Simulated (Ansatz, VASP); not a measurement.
**One calculation of Ti2NbC3, two programs**

```
Ti Nb C
1.0
     3.66137    0.00000    0.00000
    -1.83069    3.17084    0.00000
     0.00000    0.00000    6.84337
Ti Nb C
2 1 3
Cartesian
  1.8307 1.0569 1.6113
  1.8307 1.0569 5.2321
  0.0000 0.0000 0.0000
  0.0000 0.0000 3.4217
  0.0000 2.1139 0.0000
  0.0000 2.1139 3.4217
```

Change from the starting cell: species swapped into the Ce2NiGe3 type (P-6m2, No. 187).

Alike in both runs: task relaxation of cell and atoms; functional PBE; k mesh 6 × 6 × 4; occupations gaussian, width 0.1 eV; no spin polarisation.

|  | VASP | Ansatz |
| --- | --- | --- |
| version | VASP 6.6.1 | Ansatz 0.2.0 |
| potentials or method | VASP PAW PBE potentials, release 64 (Ti_sv, Nb_sv, C), cutoff 600 eV | scalar-relativistic, plane waves, PAW |
| valence electrons in the cell | 49 | 49 |

```tsv
	VASP	Ansatz	Ansatz less VASP
gap on the k mesh at the Fermi level, each at its own relaxed structure (eV)	none	none	-
relaxed volume (Å³/atom)	12.48	12.51	+0.027
relaxed cell length with the largest relative difference (Å)	7.674	7.685	+0.0107
```

A gap of «none» marks a metal or a gap that the smearing closes.
